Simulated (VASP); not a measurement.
# TmGa3Hg3As2N4 (P1) in VASP: notebook

The runs below take TmGa3Hg3As2N4 through single point, with PBE.

Everything below comes from runs of VASP 6.6.1. Logs are shortened: lines on timing, memory, paths and dates and some standing lists are left out, and cuts for length are marked.

## (1) The cell of the first run

The typed cell holds 13 atoms: a = 3.363 Å, b = 8.241 Å, c = 9.982 Å, α = 105.61°, β = 91.80°, γ = 90.18°.

## (2) Single point, PBE

INCAR

```
SYSTEM = TmGa3Hg3As2N4
ALGO = Normal
EDIFF = 1E-6
ENCUT = 600
GGA = PE
GGA_COMPAT = .FALSE.
ISIF = 2
ISMEAR = 0
LASPH = .TRUE.
LCHARG = .FALSE.
LMAXMIX = 6
LREAL = .FALSE.
LWAVE = .FALSE.
NBANDS = 69
NELM = 200
PREC = Accurate
SIGMA = 0.2
```

KPOINTS

```
k-points
0
G
  6 4 2
  0 0 0
```

POSCAR

```
TmGa3Hg3As2N4
1.0
    3.3629350501      0.0034637914      0.0297657967
   -0.0355090795      8.2407281980      0.0576358267
   -0.3959297868     -2.7549983427      9.5863206190
Tm Ga Hg As N
1 3 3 2 4
Direct
    0.2956928369      0.8245882003      0.6887104328
    0.2826464822      0.2108833718      0.5577952307
    0.7733826166      0.8554137107      0.4503289595
    0.7778876411      0.4578203924      0.4945388217
    0.6109791204      0.7530600149      0.1913542683
    0.2778673461      0.2545486033      0.1902114572
    0.8091960189      0.4053770595      0.8659852031
    0.2966924087      0.1545404174      0.9294049116
    0.3238720022      0.6884240289      0.9374037409
    0.7901880760      0.3180216395      0.6283749310
    0.7846157088      0.6966353673      0.5745713901
    0.2782107556      0.9729723113      0.5295280393
    0.2691299864      0.3512828025      0.4060665839
```

Potentials or basis: VASP PAW PBE potentials, release 64 (Tm_3, Ga_d, Hg, As, N), 4f in core.

Started as:

```console
$ cat potpaw_PBE.64/Tm_3/POTCAR potpaw_PBE.64/Ga_d/POTCAR potpaw_PBE.64/Hg/POTCAR potpaw_PBE.64/As/POTCAR potpaw_PBE.64/N/POTCAR > POTCAR
$ mpirun -np 1 vasp_std > vasp.out
```

OUTCAR:

```text
SYSTEM = TmGa3Hg3As2N4
   EDIFF = 1E-6
   ENCUT = 600
   GGA = PE
   ISIF = 2
   ISMEAR = 0
   LASPH = .TRUE.
   LREAL = .FALSE.
   NELM = 200
   PREC = Accurate

 ion  position               nearest neighbor table
   1  0.296  0.825  0.689-  11 2.14  11 2.14  12 2.25   3 2.98   3 2.98   9 2.99   8 3.11
   2  0.283  0.211  0.558-  12 1.90  10 1.94  10 1.94  13 2.14   4 2.84   4 2.84
   3  0.773  0.855  0.450-  12 1.98  12 2.00  11 2.03   5 2.54   1 2.98   1 2.98
   4  0.778  0.458  0.495-  11 1.91  10 1.98  13 1.99  13 1.99   2 2.84   2 2.84
   5  0.611  0.753  0.191-   3 2.54   9 2.60   7 3.79
   6  0.278  0.255  0.190-  13 2.09   8 2.51
   7  0.809  0.405  0.866-  10 2.28   9 2.80   9 2.82   8 2.83   8 2.90   5 3.79
   8  0.297  0.155  0.929-   6 2.51   7 2.83   7 2.90   1 3.11
   9  0.324  0.688  0.937-   5 2.60   7 2.80   7 2.82   1 2.99
  10  0.790  0.318  0.628-   2 1.94   2 1.94   4 1.98   7 2.28
  11  0.785  0.697  0.575-   4 1.91   3 2.03   1 2.14   1 2.14
  12  0.278  0.973  0.530-   2 1.90   3 1.98   3 2.00   1 2.25
  13  0.269  0.351  0.406-   4 1.99   4 1.99   6 2.09   2 2.14

  LATTYP: Found a triclinic cell.
 ALAT       =    10.4327935173
 B/A-ratio  =     0.3223555183
 C/A-ratio  =     0.7899136733
 COS(alpha) =     0.0032168416
 COS(beta)  =     0.2585092079
 COS(gamma) =     0.2922672093

  Lattice vectors:

 A1 = (  -2.9670052633,   2.7515345513,  -9.6160864157)
 A2 = (  -3.3629350501,  -0.0034637914,  -0.0297657967)
 A3 = (  -0.0355090795,   8.2407281980,   0.0576358267)

Analysis of symmetry for initial positions (statically):
=====================================================================
 Subroutine PRICEL returns:
 Original cell was already a primitive cell.

 Routine SETGRP: Setting up the symmetry group for a
 triclinic supercell.

 Subroutine GETGRP returns: Found  1 space group operations
 (whereof  1 operations were pure point group operations)
 out of a pool of  2 trial point group operations.

The static configuration has the point symmetry C_1 .

Analysis of symmetry for dynamics (positions and initial velocities):
=====================================================================
 Subroutine PRICEL returns:
 Original cell was already a primitive cell.

 Routine SETGRP: Setting up the symmetry group for a
 triclinic supercell.

 Subroutine GETGRP returns: Found  1 space group operations
 (whereof  1 operations were pure point group operations)
 out of a pool of  2 trial point group operations.

The dynamic configuration has the point symmetry C_1 .

 Subroutine INISYM returns: Found  1 space group operations
 (whereof  1 operations are pure point group operations),
 and found     1 'primitive' translations

----------------------------------------------------------------------------------------

                                     Primitive cell

  volume of cell :     266.3011

  direct lattice vectors                    reciprocal lattice vectors
     3.362935050  0.003463791  0.029765797     0.297246371  0.001192566  0.012619462
    -0.035509079  8.240728198  0.057635827    -0.000432630  0.121103342  0.034785840
    -0.395929787 -2.754998343  9.586320619    -0.000920357 -0.000731812  0.104066983

  length of vectors
     3.363068562  8.241006250  9.982200122     0.297516518  0.126001037  0.104073625

  position of ions in fractional coordinates (direct lattice)
     0.295692837  0.824588200  0.688710433
     0.282646482  0.210883372  0.557795231
     0.773382617  0.855413711  0.450328959
     0.777887641  0.457820392  0.494538822
     0.610979120  0.753060015  0.191354268
     0.277867346  0.254548603  0.190211457
     0.809196019  0.405377059  0.865985203
     0.296692409  0.154540417  0.929404912
     0.323872002  0.688424029  0.937403741
     0.790188076  0.318021640  0.628374931
     0.784615709  0.696635367  0.574571390
     0.278210756  0.972972311  0.529528039
     0.269129986  0.351282803  0.406066584

  ion indices of the primitive-cell ions
   primitive index   ion index
                 1           1
                 2           2
                 3           3
                 4           4
                 5           5
                 6           6
                 7           7
                 8           8
                 9           9
                10          10
                11          11
                12          12
                13          13

----------------------------------------------------------------------------------------

 KPOINTS: k-points

Automatic generation of k-mesh.
 Grid dimensions read from file:
 generate k-points for:    6    4    2

 Generating k-lattice:

  Cartesian coordinates                     Fractional coordinates (reciprocal lattice)
     0.049541062  0.000198761  0.002103244     0.166666667 -0.000000000  0.000000000
    -0.000108157  0.030275836  0.008696460     0.000000000  0.250000000  0.000000000
    -0.000460179 -0.000365906  0.052033491     0.000000000 -0.000000000  0.500000000

  Length of vectors
     0.049586086  0.031500259  0.052036813

  Shift w.r.t. Gamma in fractional coordinates (k-lattice)
     0.000000000  0.000000000  0.000000000

 Subroutine IBZKPT returns following result:
 ===========================================

 Found     28 irreducible k-points:

 Following reciprocal coordinates:
            Coordinates               Weight
  0.000000  0.000000  0.000000      1.000000
  0.166667 -0.000000 -0.000000      2.000000
  0.333333  0.000000 -0.000000      2.000000
  0.500000  0.000000  0.000000      1.000000
  0.000000  0.250000  0.000000      2.000000
  0.166667  0.250000  0.000000      2.000000
[... 16 lines left out ...]
 -0.333333  0.250000  0.500000      2.000000
 -0.166667  0.250000  0.500000      2.000000
 [... further k-points ...]
   k-points           NKPTS =     28   k-points in BZ     NKDIM =     28   number of bands    NBANDS=     69
   number of dos      NEDOS =    301   number of ions     NIONS =     13
   total plane-waves  NPLWV = 156800
   dimension x,y,z NGX =    28 NGY =   70 NGZ =   80
   dimension x,y,z NGXF=    56 NGYF=  140 NGZF=  160
   ions per type =               1   3   3   2   4
   NGX,Y,Z   is equivalent  to a cutoff of  13.84, 14.12, 13.32 a.u.
   NGXF,Y,Z  is equivalent  to a cutoff of  27.68, 28.24, 26.65 a.u.
 SYSTEM =  TmGa3Hg3As2N4
   PREC   = accura    normal or accurate (medium, high low for compatibility)
   ISTART =      0    job   : 0-new  1-cont  2-samecut
   ICHARG =      2    charge: 1-file 2-atom 10-const
   ISPIN  =      1    spin polarized calculation?
   LNONCOLLINEAR =      F non collinear calculations
   LSORBIT =      F    spin-orbit coupling
   LASPH  =      T    aspherical Exc in radial PAW
   ENCUT  =  600.0 eV  44.10 Ry    6.64 a.u.   6.72 16.46 19.94*2*pi/ulx,y,z
   NELM   =    200;   NELMIN=  2; NELMDL= -5     # of ELM steps
   EDIFF  = 0.1E-05   stopping-criterion for ELM
   LREAL  =      F    real-space projection
   EDIFFG = 0.1E-04   stopping-criterion for IOM
   NSW    =      0    number of steps for IOM
   IBRION =     -1    ionic relax: 0-MD 1-quasi-New 2-CG
   NFREE  =      0    steps in history (QN), initial steepest desc. (CG)
   ISIF   =      2    stress and relaxation
   ISYM   =      2    0-nonsym 1-usesym 2-fastsym
   POTIM  = 0.5000    time-step for ionic-motion
   TEBEG  =    0.0;   TEEND  =   0.0 temperature during run
   PSTRESS=    0.0 pullay stress
   NELECT =     114.0000    total number of electrons
   NUPDOWN=      -1.0000    fix difference up-down
   EMIN   =  10.00;   EMAX   =-10.00  energy-range for DOS
   EFERMI =   0.00;   METHOD = LEGACY
   ISMEAR =     0;   SIGMA  =   0.20  broadening in eV -4-tet -1-fermi 0-gaus
   EFERMI_NEDOS =   21; number of points for ismear=-14 and -15
   IALGO  =     38    algorithm
   IMIX   =      4    mixing-type and parameters
     AMIX     =   0.40;   BMIX     =  1.00
     AMIX_MAG =   1.60;   BMIX_MAG =  1.00
  volume/ion in A,a.u.               =      20.48       138.24
  Fermi-wavevector in a.u.,A,eV,Ry     =   1.233821  2.331583 20.712338  1.522314
  Thomas-Fermi vector in A             =   2.368536
   LORBIT       =      0    0 simple, 1 ext, 2 COOP (PROOUT), +10 PAW based schemes
   GGA     = PE    functional components
   LHFCALC =     F    Hartree Fock is set to
   AEXX    =    0.0000 exact exchange contribution
   IVDW    =     0    specifies the selected vdW correction
   LEPSILON=     F    determine dielectric tensor
   LRPA    =     F    only Hartree local field effects (RPA)
 non-spin polarized calculation
 Gauss-broadening in eV      SIGMA  =   0.20
  energy-cutoff  :      600.00
  volume of cell :      266.30
 maximum number of plane-waves:      8924
   NGX = 13   NGY = 33   NGZ = 39

 number of electron     114.0000005 magnetization

 Free energy of the ion-electron system (eV)
  ---------------------------------------------------
  ext. energy  EPLUGINS =         0.00000000
  ---------------------------------------------------
  free energy    TOTEN  =       -58.10919306 eV

  energy without entropy =      -58.06830060  energy(sigma->0) =      -58.08874683

 E-fermi :   2.7718     XC(G=0):  -9.5909

 val. band max:        2.7064037069   @ k =  -0.1667   0.2500   0.0000
 cond. band min:       2.8368481138   @ k =   0.1667   0.5000   0.5000
 fundamental gap:      0.1304444069
 Fermi energy:         2.7717522934

 k-point     1 :       0.0000    0.0000    0.0000
  band No.  band energies     occupation
      1     -22.0700      2.00000
      2     -21.9952      2.00000
      3     -21.8101      2.00000
      4     -12.9316      2.00000
      5     -12.6186      2.00000
      6     -12.5055      2.00000
[... 61 lines left out ...]
     68       7.7008      0.00000
     69       8.0067      0.00000

 k-point     2 :       0.1667   -0.0000   -0.0000
  band No.  band energies     occupation
      1     -22.0754      2.00000
      2     -21.9836      2.00000
      3     -21.9358      2.00000
      4     -12.8219      2.00000
      5     -12.5782      2.00000
      6     -12.4738      2.00000
[... 61 lines left out ...]
     68       7.8920      0.00000
     69       8.0053      0.00000

 k-point     3 :       0.3333    0.0000   -0.0000
  band No.  band energies     occupation
      1     -22.3039      2.00000
      2     -21.9711      2.00000
      3     -21.9403      2.00000
      4     -12.6682      2.00000
      5     -12.4880      2.00000
      6     -12.4244      2.00000
[... 1501 lines left out ...]
     68       7.3425      0.00000
     69       7.6455      0.00000

 k-point    24 :      -0.1667    0.2500    0.5000
  band No.  band energies     occupation
      1     -22.0754      2.00000
      2     -21.9836      2.00000
      3     -21.9358      2.00000
      4     -12.8148      2.00000
      5     -12.5735      2.00000
      6     -12.4750      2.00000
[... 61 lines left out ...]
     68       7.7631      0.00000
     69       8.0710      0.00000

 [... further k-points ...]
[... 5 lines left out ...]
  --------------------------------------------------------------------------------------
  -------------------------------------------------------------------------------------
  Total        0.9713870      0.7073841      1.2013815      0.0035806      0.0404253      0.0087552
  in kB        5.8442640      4.2559139      7.2280057      0.0215424      0.2432155      0.0526748
  external PRESSURE =       5.7760612 kB  Pullay stress =       0.0000000 kB

 VOLUME and BASIS-vectors are now :
 -----------------------------------------------------------------------------
  energy-cutoff  :      600.00
  volume of cell :      266.30
      direct lattice vectors                 reciprocal lattice vectors
     3.362935050  0.003463791  0.029765797     0.297246371  0.001192566  0.012619462
    -0.035509079  8.240728198  0.057635827    -0.000432630  0.121103342  0.034785840
    -0.395929787 -2.754998343  9.586320619    -0.000920357 -0.000731812  0.104066983

 POSITION                                       TOTAL-FORCE (eV/Angst)
 -----------------------------------------------------------------------------------
      0.69243      4.89884      6.65853         0.006772      0.042650      0.224249
      0.72219      0.20209      5.36777         0.001318     -0.012753      0.010830
      2.39216      5.81126      4.38932         0.007478      0.013962     -0.018015
      2.40393      2.41301      4.79035         0.001225      0.007206     -0.011138
      1.95218      5.68070      1.89597        -0.004469      0.014420      0.006402
      0.85010      1.57460      1.84637         0.006578     -0.030002     -0.113291
      2.36401      0.95762      8.34906        -0.001363      0.000822      0.056735
      0.62429     -1.28596      8.92731        -0.004605     -0.003733     -0.045695
      0.69357      3.09169      9.03557         0.006200      0.008080     -0.007010
      2.39727      0.89230      6.06565        -0.000565     -0.015889     -0.062678
      2.38638      4.16056      5.57153        -0.002089     -0.138479     -0.154199
      0.69140      6.56012      5.14058        -0.005940      0.085088     -0.033976
      0.73182      1.77705      3.92094        -0.010540      0.028627      0.147785
 -----------------------------------------------------------------------------------
    total drift:                                0.000224      0.000108     -0.000571

  FREE ENERGIE OF THE ION-ELECTRON SYSTEM (eV)
  ---------------------------------------------------
  free  energy   TOTEN  =       -58.1091930577 eV

  energy  without entropy=      -58.0683005962  energy(sigma->0) =      -58.08874683
```

It took 9.8 min on 1 thread of Intel Xeon 6975P-C (Granite Rapids), shared host; peak memory 0.8 GiB.

What came out:

| Property | Result |
| --- | --- |
| Free energy | -58.1092 eV |
| Pressure | 0.6 GPa |
| Largest force | 0.228 eV/Å |
| Band gap on the k mesh | zero (bands 57 and 58 overlap by 2.02 eV) |

Forces in eV/Å, atoms in the order of the input:
```
Tm   0.007  0.043  0.224
Ga   0.001 -0.013  0.011
Ga   0.007  0.014 -0.018
Ga   0.001  0.007 -0.011
Hg  -0.004  0.014  0.006
Hg   0.007 -0.030 -0.113
Hg  -0.001  0.001  0.057
As  -0.005 -0.004 -0.046
As   0.006  0.008 -0.007
N   -0.001 -0.016 -0.063
N   -0.002 -0.138 -0.154
N   -0.006  0.085 -0.034
N   -0.011  0.029  0.148
```

Levels at points of the mesh, in eV from the Fermi level:
```tsv
k point	band 53	band 54	band 55	band 56	band 57	band 58	band 59	band 60	band 61	band 62
(0.00, 0.00, 0.00)	-1.41	-1.23	-1.19	-0.73	0.80	1.15	1.55	1.72	2.28	2.75
(0.50, 0.00, 0.00)	-2.21	-1.99	-1.52	-1.32	-1.13	0.44	1.10	1.25	1.61	2.11
(0.00, 0.50, 0.00)	-1.75	-1.46	-1.27	-0.85	0.97	1.74	1.97	2.16	2.25	2.84
(0.50, 0.50, 0.00)	-1.66	-1.58	-1.34	-1.12	-1.04	-0.26	1.05	1.29	1.48	2.13
(0.00, 0.00, 0.50)	-1.38	-1.20	-0.84	-0.69	0.76	1.12	1.60	1.76	1.90	2.34
(0.50, 0.00, 0.50)	-2.13	-1.79	-1.68	-1.57	-1.25	0.41	1.13	1.43	1.88	2.45
(0.00, 0.50, 0.50)	-1.75	-1.37	-1.29	-0.75	1.21	1.58	1.89	2.09	2.30	2.59
(0.50, 0.50, 0.50)	-1.85	-1.68	-1.60	-1.29	-1.15	-0.24	1.05	1.49	1.80	2.27
```

Caveat: spin-orbit coupling is left out, which moves the levels of the heavy elements; the 4f electrons are frozen in the core, so they carry no moment and show no levels; the run has no spin polarisation, though such a crystal can be magnetic.

## (3) Single point, PBE (18.64 Å³/atom)

This run uses another cell than the first one, of 18.64 Å³/atom.

INCAR

```
SYSTEM = TmGa3Hg3As2N4
ALGO = Normal
EDIFF = 1E-6
ENCUT = 600
GGA = PE
GGA_COMPAT = .False.
ISIF = 2
ISMEAR = 0
KPAR = 4
LASPH = .True.
LCHARG = .False.
LMAXMIX = 6
LREAL = .False.
LWAVE = .False.
NBANDS = 69
NELM = 200
PREC = Accurate
SIGMA = 0.1
```

KPOINTS

```
k-points
0
Gamma
  10 4 4
  0 0 0
```

POSCAR

```
TmGa3Hg3As2N4
1.0
    3.2794549142      0.0667419897     -0.0416351969
    0.1048165643      7.9666876738      0.6267449501
   -0.6307087824     -2.0020498768      9.1290740959
Tm Ga Hg As N
1 3 3 2 4
Direct
    0.3901029894      0.8024550267      0.6896755783
    0.3026324240      0.2253237466      0.5700070273
    0.8141465688      0.8879933848      0.4438940207
    0.7742029583      0.4724635990      0.4794726921
    0.6255069677      0.7926226184      0.1812017631
    0.2555089322      0.2326332745      0.1910350947
    0.7172650826      0.3796563203      0.8792161643
    0.2479969598      0.0981450797      0.9347513122
    0.1828457013      0.6663983054      0.9455969031
    0.8087515616      0.3302149494      0.6396466951
    0.8673563480      0.6975440877      0.5620531159
    0.3225963137      0.9893999519      0.5324338677
    0.2614481922      0.3687175754      0.3952897358
```

Potentials or basis: VASP PAW PBE potentials, release 64 (Tm_3, Ga_d, Hg, As, N), 4f in core.

Started as:

```console
$ cat potpaw_PBE.64/Tm_3/POTCAR potpaw_PBE.64/Ga_d/POTCAR potpaw_PBE.64/Hg/POTCAR potpaw_PBE.64/As/POTCAR potpaw_PBE.64/N/POTCAR > POTCAR
$ mpirun -np 4 vasp_std > vasp.out
```

It took 6.8 min on 4 MPI ranks of Intel Xeon 6975P-C (Granite Rapids), shared host; peak memory 1.5 GiB.

It converged, with:

```yaml
Free_energy: -57.8226 eV
Pressure: 4.5 GPa
Largest_force: 0.274 eV/Å
Band_gap_on_the_k_mesh: zero (bands 57 and 58 overlap by 2.07 eV)
```

Forces in eV/Å, atoms in the order of the input:
```
Tm   0.006  0.035  0.272
Ga   0.003 -0.022  0.004
Ga   0.003  0.016 -0.006
Ga   0.008  0.016 -0.020
Hg   0.010  0.007  0.011
Hg   0.004 -0.050 -0.112
Hg  -0.018 -0.007  0.052
As   0.002 -0.031 -0.051
As  -0.019  0.007 -0.006
N    0.013 -0.012 -0.055
N    0.008 -0.128 -0.207
N   -0.007  0.100 -0.044
N   -0.012  0.069  0.162
```

Stress tensor (GPa, compression positive):
```
 4.39  0.01 -0.04
 0.01  4.22  0.13
-0.04  0.13  4.82
```

Levels at points of the mesh, in eV from the Fermi level:
```csv
k point,band 53,band 54,band 55,band 56,band 57,band 58,band 59,band 60,band 61,band 62
"(0.00, 0.00, 0.00)",-1.42,-1.05,-1.00,-0.48,1.04,1.37,1.50,1.88,2.54,2.93
"(0.50, 0.00, 0.00)",-2.03,-1.86,-1.64,-1.17,-0.96,0.24,1.26,1.48,1.86,2.35
"(0.00, 0.50, 0.00)",-1.51,-1.37,-1.07,-0.76,1.14,1.82,2.13,2.25,2.94,3.26
"(0.50, 0.50, 0.00)",-1.56,-1.40,-1.26,-1.05,-0.72,-0.51,0.99,1.30,1.75,2.17
"(0.00, 0.00, 0.50)",-1.23,-1.01,-0.59,-0.48,0.86,1.41,1.67,1.81,1.92,2.62
"(0.50, 0.00, 0.50)",-1.91,-1.76,-1.47,-1.40,-1.11,0.11,1.43,1.54,2.07,2.55
"(0.00, 0.50, 0.50)",-1.51,-1.18,-1.05,-0.67,1.39,1.90,2.08,2.18,2.50,2.82
"(0.50, 0.50, 0.50)",-1.79,-1.62,-1.40,-1.17,-0.89,-0.54,0.75,1.65,2.19,2.40
```

Caveat: the cell stands under pressure; spin-orbit coupling is left out, which moves the levels of the heavy elements; the 4f electrons are frozen in the core, so they carry no moment and show no levels; the run has no spin polarisation, though such a crystal can be magnetic.
